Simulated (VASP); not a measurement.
GaN: single point with PBE

Crystal: GaN.

```
Ga N
1.0
     0.00000    2.23838    2.23838
     2.23838    0.00000    2.23838
     2.23838    2.23838    0.00000
Ga N
1 1
Direct
  0.00000 0.00000 0.00000
  0.25000 0.25000 0.25000
```

```json
{
  "Program": "VASP 6.6.1",
  "Task": "single point",
  "Functional": "PBE",
  "Potentials or basis": "VASP PAW PBE potentials, release 64 (Ga_d, N)",
  "Cutoff": "520 eV",
  "k mesh": "10 × 10 × 10",
  "Occupations": "fermi-dirac, width 0.05 eV",
  "Spin": "no spin polarisation",
  "Dipole correction": "no",
  "Further INCAR settings": "ALGO = Normal; EDIFF = 1e-07; NBANDS = 16"
}
```

```
Pressure               : 9.1 GPa
Band gap on the k mesh : 1.85 eV, direct
```

Levels at points of the mesh, in eV from the valence-band top:
```tsv
k point	band 6	band 7	band 8	band 9	band 10	band 11	band 12	band 13
(0.00, 0.00, 0.00)	-13.12	0.00	0.00	0.00	1.85	10.43	10.43	10.43
(0.50, 0.00, 0.00)	-11.87	-7.17	-0.99	-0.99	4.78	8.83	10.47	10.47
(0.50, 0.50, 0.00)	-11.46	-6.21	-2.77	-2.77	3.36	6.78	11.85	14.18
```

It took 12 s on 1 thread of Intel(R) Xeon(R) Platinum 8259CL CPU @ 2.50GHz (Skylake/Cascade Lake), with other jobs on the host, peak memory 0.15 GiB.

Expect the measured gap to be larger: semilocal functionals such as PBE lack the derivative discontinuity.
